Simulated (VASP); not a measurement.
Ta2C3:

```
CELL_PARAMETERS angstrom
4.12160 0.00000 0.00000
0.00000 4.12160 0.00000
0.00000 0.00000 4.95462
ATOMIC_POSITIONS crystal
Ta 0.00000 0.00000 0.59137
Ta 0.00000 0.00000 0.14571
C 0.50000 0.00000 0.80792
C 0.00000 0.50000 0.80792
C 0.50000 0.50000 0.21939
```

* Program: VASP 6.6.1
* Task: relaxation of cell and atoms
* Functional: PBE
* Potentials or basis: VASP PAW PBE potentials, release 64 (Ta_pv, C)
* Cutoff: 600 eV
* k mesh: 4 × 4 × 4
* Occupations: gaussian, width 0.1 eV
* Spin: no spin polarisation

At the start: pressure -19.7 GPa; volume 16.83 Å³/atom.

Q: Where does the relaxation end?

A: Over 27 steps the energy falls by 2220.1 meV/atom and the volume is 10.43 Å³/atom (-38.1 %); space group P4/mmm (No. 123, to 0.05 Å).

Step by step:
| step | energy change (eV) | largest force (eV/Å) | pressure (GPa) | volume (Å³) |
| --- | --- | --- | --- | --- |
| 1 | 0.0000 | 11.3114 | -19.70 | 84.17 |
| 2 | 7.2978 | 53.2616 | 127.62 | 59.55 |
| 3 | -5.5360 | 8.0936 | -5.38 | 72.32 |
| 4 | -9.1405 | 8.3809 | 28.92 | 55.52 |
| 5 | -9.2676 | 8.8733 | 18.26 | 57.94 |
| 6 | -9.2601 | 8.6434 | 22.98 | 56.75 |
| 7 | -8.0505 | 2.7458 | -35.76 | 66.30 |
| 8 | -10.0993 | 1.0336 | -9.72 | 59.75 |
| 9 | -10.1115 | 1.0567 | -7.55 | 59.46 |
| 10 | -10.1125 | 1.1647 | -6.61 | 59.34 |
| 11 | -10.3009 | 1.5649 | -0.80 | 56.66 |
| 12 | -10.3676 | 2.1048 | 7.29 | 54.02 |
| 13 | -10.4650 | 2.0599 | 6.25 | 53.65 |
| 14 | -10.7031 | 2.0405 | 4.86 | 52.55 |
| 15 | -10.0304 | 7.9049 | 15.68 | 50.35 |
| 16 | -10.7234 | 2.0391 | 5.50 | 52.26 |
| 17 | -10.7364 | 2.1347 | 6.21 | 51.82 |
| 18 | -10.8745 | 2.1684 | 3.08 | 51.98 |
| 19 | -10.9860 | 2.2782 | -1.32 | 52.27 |
| 20 | -11.0821 | 0.8371 | -0.74 | 52.09 |
| 21 | -11.0927 | 0.2655 | -0.16 | 52.01 |
| 22 | -11.0926 | 0.2678 | -0.18 | 52.01 |
| 23 | -11.0946 | 0.2475 | 0.06 | 51.99 |
| 24 | -11.0974 | 0.1853 | 0.89 | 51.91 |
| 25 | -11.0990 | 0.1385 | 0.11 | 52.04 |
| 26 | -11.0997 | 0.0835 | -0.81 | 52.20 |
| 27 | -11.1005 | 0.0323 | -0.44 | 52.13 |

Final structure:
```
CELL_PARAMETERS angstrom
2.97461 0.00000 0.00000
0.00000 2.97461 0.00000
0.00000 0.00000 5.89195
ATOMIC_POSITIONS crystal
Ta 0.00000 0.00000 0.54048
Ta 0.00000 0.00000 0.08880
C 0.50000 0.00000 0.81465
C 0.00000 0.50000 0.81465
C 0.50000 0.50000 0.31370
```

Caveat: the k points lie up to 0.53 Å⁻¹ apart in the final cell; the volume moved by over 15 % at a fixed basis, so the end points are rough.
